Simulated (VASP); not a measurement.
# KCl (F-43m) in VASP: single point with PBE-based screened hybrid with 75 % exact exchange

Aim: the single point of KCl with PBE-based screened hybrid with 75 % exact exchange.

Program: VASP 6.6.1. These are calculated values, not measurements. Logs are shortened: lines on timing, memory, paths and dates and some standing lists are left out, and cuts for length are marked.

### Step 1. The cell of the first run

The structure is cubic, space group F-43m (No. 216). Conventional cell: a = 7.015 Å, b = 7.015 Å, c = 7.015 Å, α = 90.00°, β = 90.00°, γ = 90.00°. K (site symmetry -43m) has 4 Cl at 3.04 Å within 4.0 Å. Cl (site symmetry -43m) has 4 K at 3.04 Å within 4.0 Å.

### Step 2. Single point, PBE-based screened hybrid with 75 % exact exchange

Input file POSCAR:

```
KCl
1.0
    0.0000000000      3.5072828304      3.5072828304
    3.5072828304      0.0000000000      3.5072828304
    3.5072828304      3.5072828304      0.0000000000
K Cl
1 1
Direct
    0.0000000000      0.0000000000      0.0000000000
    0.2500000000      0.2500000000      0.2500000000
```

Input file INCAR.step1:

```
SYSTEM = KCl
PREC = Accurate
ENCUT = 520
EDIFF = 1E-5
ISMEAR = 0
SIGMA = 0.01
LREAL = .False.
LASPH = .True.
NELM = 80
ALGO = Normal
ISIF = 2
LWAVE = .True.
GGA = PE
NBANDS = 15
```

Input file INCAR.step2:

```
SYSTEM = KCl
PREC = Accurate
ENCUT = 520
EDIFF = 1E-6
ISMEAR = 0
SIGMA = 0.01
LREAL = .False.
LASPH = .True.
NELM = 80
ALGO = Normal
ISIF = 2
LWAVE = .False.
LCHARG = .True.
GGA = PE
LHFCALC = .True.
AEXX = 0.75
HFSCREEN = 0.5
PRECFOCK = Normal
LELF = .True.
LVHAR = .True.
ISTART = 1
NBANDS = 15
```

Input file KPOINTS:

```
Automatic mesh
0
Gamma
  4 4 4
  0 0 0
```

Potentials or basis: VASP PAW PBE potentials, release 64 (K_sv, Cl).

Started as:

```console
cat potpaw_PBE.64/K_sv/POTCAR potpaw_PBE.64/Cl/POTCAR > POTCAR
cp INCAR.step1 INCAR
mpirun -np 1 vasp_std > vasp.out
cp INCAR.step2 INCAR
mpirun -np 1 vasp_std > vasp.out
```

OUTCAR:

```text
SYSTEM = KCl
   PREC = Accurate
   ENCUT = 520
   EDIFF = 1E-6
   ISMEAR = 0
   LREAL = .False.
   LASPH = .True.
   NELM = 80
   ISIF = 2
   GGA = PE
   LHFCALC = .True.
   AEXX = 0.75
   HFSCREEN = 0.5
   PRECFOCK = Normal
   ISTART = 1

 ion  position               nearest neighbor table
   1  0.000  0.000  0.000-   2 3.04   2 3.04   2 3.04   2 3.04
   2  0.250  0.250  0.250-   1 3.04   1 3.04   1 3.04   1 3.04

  LATTYP: Found a face centered cubic cell.
 ALAT       =     7.0145656608

  Lattice vectors:

 A1 = (   0.0000000000,   3.5072828304,   3.5072828304)
 A2 = (   3.5072828304,   0.0000000000,   3.5072828304)
 A3 = (   3.5072828304,   3.5072828304,   0.0000000000)

Analysis of symmetry for initial positions (statically):
=====================================================================
 Subroutine PRICEL returns:
 Original cell was already a primitive cell.

 Routine SETGRP: Setting up the symmetry group for a
 face centered cubic supercell.

 Subroutine GETGRP returns: Found 24 space group operations
 (whereof 24 operations were pure point group operations)
 out of a pool of 48 trial point group operations.

The static configuration has the point symmetry T_d .

Analysis of symmetry for dynamics (positions and initial velocities):
=====================================================================
 Subroutine PRICEL returns:
 Original cell was already a primitive cell.

 Routine SETGRP: Setting up the symmetry group for a
 face centered cubic supercell.

 Subroutine GETGRP returns: Found 24 space group operations
 (whereof 24 operations were pure point group operations)
 out of a pool of 48 trial point group operations.

The dynamic configuration has the point symmetry T_d .

 Subroutine INISYM returns: Found 24 space group operations
 (whereof 24 operations are pure point group operations),
 and found     1 'primitive' translations

----------------------------------------------------------------------------------------

                                     Primitive cell

  volume of cell :      86.2864

  direct lattice vectors                    reciprocal lattice vectors
     0.000000000  3.507282830  3.507282830    -0.142560502  0.142560502  0.142560502
     3.507282830  0.000000000  3.507282830     0.142560502 -0.142560502  0.142560502
     3.507282830  3.507282830  0.000000000     0.142560502  0.142560502 -0.142560502

  length of vectors
     4.960046946  4.960046946  4.960046946     0.246922032  0.246922032  0.246922032

  position of ions in fractional coordinates (direct lattice)
     0.000000000  0.000000000  0.000000000
     0.250000000  0.250000000  0.250000000

  ion indices of the primitive-cell ions
   primitive index   ion index
                 1           1
                 2           2

----------------------------------------------------------------------------------------

 KPOINTS: Automatic mesh

Automatic generation of k-mesh.
 Grid dimensions read from file:
 generate k-points for:    4    4    4

 Generating k-lattice:

  Cartesian coordinates                     Fractional coordinates (reciprocal lattice)
    -0.035640125  0.035640125  0.035640125     0.250000000  0.000000000  0.000000000
     0.035640125 -0.035640125  0.035640125     0.000000000  0.250000000  0.000000000
     0.035640125  0.035640125 -0.035640125     0.000000000  0.000000000  0.250000000

  Length of vectors
     0.061730508  0.061730508  0.061730508

  Shift w.r.t. Gamma in fractional coordinates (k-lattice)
     0.000000000  0.000000000  0.000000000

 Subroutine IBZKPT returns following result:
 ===========================================

 Found      8 irreducible k-points:

 Following reciprocal coordinates:
            Coordinates               Weight
  0.000000  0.000000  0.000000      1.000000
  0.250000  0.000000  0.000000      8.000000
  0.500000  0.000000  0.000000      4.000000
  0.250000  0.250000  0.000000      6.000000
  0.500000  0.250000  0.000000     24.000000
 -0.250000  0.250000  0.000000     12.000000
  0.500000  0.500000  0.000000      3.000000
 -0.250000  0.500000  0.250000      6.000000
   k-points           NKPTS =      8   k-points in BZ     NKDIM =     64   number of bands    NBANDS=     15
   number of dos      NEDOS =    301   number of ions     NIONS =      2
   total plane-waves  NPLWV =  64000
   dimension x,y,z NGX =    40 NGY =   40 NGZ =   40
   dimension x,y,z NGXF=    80 NGYF=   80 NGZF=   80
   ions per type =               1   1
   NGX,Y,Z   is equivalent  to a cutoff of  13.41, 13.41, 13.41 a.u.
   NGXF,Y,Z  is equivalent  to a cutoff of  26.81, 26.81, 26.81 a.u.
 SYSTEM =  KCl
   PREC   = accura    normal or accurate (medium, high low for compatibility)
   ISTART =      1    job   : 0-new  1-cont  2-samecut
   ICHARG =      0    charge: 1-file 2-atom 10-const
   ISPIN  =      1    spin polarized calculation?
   LNONCOLLINEAR =      F non collinear calculations
   LSORBIT =      F    spin-orbit coupling
   LASPH  =      T    aspherical Exc in radial PAW
   ENCUT  =  520.0 eV  38.22 Ry    6.18 a.u.   9.22  9.22  9.22*2*pi/ulx,y,z
   NELM   =     80;   NELMIN=  2; NELMDL=  0     # of ELM steps
   EDIFF  = 0.1E-05   stopping-criterion for ELM
   LREAL  =      F    real-space projection
   EDIFFG = 0.1E-04   stopping-criterion for IOM
   NSW    =      0    number of steps for IOM
   IBRION =     -1    ionic relax: 0-MD 1-quasi-New 2-CG
   NFREE  =      0    steps in history (QN), initial steepest desc. (CG)
   ISIF   =      2    stress and relaxation
   ISYM   =      3    0-nonsym 1-usesym 2-fastsym
   POTIM  = 0.5000    time-step for ionic-motion
   TEBEG  =    0.0;   TEEND  =   0.0 temperature during run
   PSTRESS=    0.0 pullay stress
   NELECT =      16.0000    total number of electrons
   NUPDOWN=      -1.0000    fix difference up-down
   EMIN   =  10.00;   EMAX   =-10.00  energy-range for DOS
   EFERMI =   0.00;   METHOD = LEGACY
   ISMEAR =     0;   SIGMA  =   0.01  broadening in eV -4-tet -1-fermi 0-gaus
   EFERMI_NEDOS =   21; number of points for ismear=-14 and -15
   IALGO  =     38    algorithm
   IMIX   =      1    mixing-type and parameters
     AMIX     =   0.40;   BMIX     =  1.00
     AMIX_MAG =   1.60;   BMIX_MAG =  1.00
  volume/ion in A,a.u.               =      43.14       291.14
  Fermi-wavevector in a.u.,A,eV,Ry     =   0.933542  1.764139 11.857496  0.871501
  Thomas-Fermi vector in A             =   2.060255
   LORBIT       =      0    0 simple, 1 ext, 2 COOP (PROOUT), +10 PAW based schemes
   GGA     = PE    functional components
   LHFCALC =     T    Hartree Fock is set to
   PRECFOCK=normal    Normal, Fast or Accurate (Low or Medium for compatibility)
   ENCUT4O =  -1.0   cutoff for four orbital integrals eV
   NKREDX  =     1    reduce k-point grid by
   NKREDY  =     1    reduce k-point grid by
   NKREDZ  =     1    reduce k-point grid by
   AEXX    =    0.7500 exact exchange contribution
   HFSCREEN=    0.5000 screening length (either q_TF or 0.3 A-1)
   HFSCREENC=   0.5000 screening length for correlation (either q_TF or 0.3 A-1)
   ENCUTFOCK=  -1.0 apply spherical cutoff to Coloumb kernel
   IVDW    =     0    specifies the selected vdW correction
   LEPSILON=     F    determine dielectric tensor
   LRPA    =     F    only Hartree local field effects (RPA)
 non-spin polarized calculation
 Gauss-broadening in eV      SIGMA  =   0.01
  energy-cutoff  :      520.00
  volume of cell :       86.29
 maximum number of plane-waves:      2346
 NGX is ok and might be reduce to    40
  NGX = 28; NGY = 28; NGZ = 28

 number of electron      16.0000000 magnetization

 Free energy of the ion-electron system (eV)
  ---------------------------------------------------
  ext. energy  EPLUGINS =         0.00000000
  ---------------------------------------------------
  free energy    TOTEN  =        -8.48348497 eV

  energy without entropy =       -8.48348497  energy(sigma->0) =       -8.48348497

 E-fermi :  -4.8333     XC(G=0):  -4.2013

 val. band max:       -4.9342906478   @ k =   0.5000   0.5000   0.0000
 cond. band min:       1.7828376520   @ k =   0.0000   0.0000   0.0000
 fundamental gap:      6.7171282998
 Fermi energy:        -4.8333085155

 k-point     1 :       0.0000    0.0000    0.0000
  band No.  band energies     occupation
      1     -37.7078      2.00000
      2     -19.5314      2.00000
      3     -17.4311      2.00000
      4     -17.4311      2.00000
      5     -17.4311      2.00000
      6      -4.9696      2.00000
      7      -4.9696      2.00000
      8      -4.9696      2.00000
      9       1.7828      0.00000
     10       7.0277      0.00000
     11       7.0277      0.00000
     12       7.9691      0.00000
     13       7.9691      0.00000
     14       7.9691      0.00000
     15       8.9227      0.00000

 k-point     2 :       0.2500    0.0000    0.0000
  band No.  band energies     occupation
      1     -37.7062      2.00000
      2     -19.5946      2.00000
      3     -17.4366      2.00000
      4     -17.4366      2.00000
      5     -17.3561      2.00000
      6      -5.1224      2.00000
      7      -4.9560      2.00000
      8      -4.9560      2.00000
      9       2.6751      0.00000
     10       6.4678      0.00000
     11       6.4678      0.00000
     12       6.6183      0.00000
     13       8.0620      0.00000
     14       8.6659      0.00000
     15       8.6659      0.00000
[... 77 lines left out ...]
      3     -17.4571      2.00000
      4     -17.4571      2.00000
      5     -17.2189      2.00000
      6      -5.3118      2.00000
      7      -4.9343      2.00000
      8      -4.9343      2.00000
      9       3.7095      0.00000
     10       4.8462      0.00000
     11       7.2856      0.00000
     12       7.9590      0.00000
     13       7.9590      0.00000
     14       8.2414      0.00000
     15       8.8209      0.00000

 k-point     8 :      -0.2500    0.5000    0.2500
  band No.  band energies     occupation
      1     -37.7036      2.00000
      2     -19.6886      2.00000
      3     -17.4657      2.00000
      4     -17.4573      2.00000
      5     -17.2112      2.00000
      6      -5.1608      2.00000
      7      -5.0895      2.00000
      8      -4.9374      2.00000
      9       3.9497      0.00000
     10       4.8424      0.00000
     11       7.0120      0.00000
     12       7.1367      0.00000
     13       7.7930      0.00000
     14       8.3945      0.00000
     15       9.3286      0.00000

------------------------ aborting loop because EDIFF is reached ----------------------------------------

  FORCE on cell =-STRESS in cart. coord.  units (eV):
  Direction    XX          YY          ZZ          XY          YZ          ZX
  --------------------------------------------------------------------------------------
  -------------------------------------------------------------------------------------
  Total       -0.0596103     -0.0596103     -0.0596103      0.0000000      0.0000000      0.0000000
  in kB       -1.1068517     -1.1068517     -1.1068517      0.0000000      0.0000000      0.0000000
  external PRESSURE =      -1.1068517 kB  Pullay stress =       0.0000000 kB

 VOLUME and BASIS-vectors are now :
 -----------------------------------------------------------------------------
  energy-cutoff  :      520.00
  volume of cell :       86.29
      direct lattice vectors                 reciprocal lattice vectors
     0.000000000  3.507282830  3.507282830    -0.142560502  0.142560502  0.142560502
     3.507282830  0.000000000  3.507282830     0.142560502 -0.142560502  0.142560502
     3.507282830  3.507282830  0.000000000     0.142560502  0.142560502 -0.142560502

 POSITION                                       TOTAL-FORCE (eV/Angst)
 -----------------------------------------------------------------------------------
      0.00000      0.00000      0.00000         0.000000      0.000000      0.000000
      1.75364      1.75364      1.75364        -0.000000     -0.000000     -0.000000
 -----------------------------------------------------------------------------------
    total drift:                               -0.000014      0.000007      0.000005

  FREE ENERGIE OF THE ION-ELECTRON SYSTEM (eV)
  ---------------------------------------------------
  free  energy   TOTEN  =        -8.4834849653 eV

  energy  without entropy=       -8.4834849653  energy(sigma->0) =       -8.48348497
```

Run time: 18 min. Hardware: 1 thread of Oxide Virtual Turin-like, shared host; peak memory 0.32 GiB.

Results:

```
Free energy            : -8.4835 eV
Pressure               : -0.1 GPa
Band gap on the k mesh : 6.72 eV (least direct gap 6.75 eV)
```

Caveat: the PAW data sets were made with another functional, which shifts forces and pressure a little.
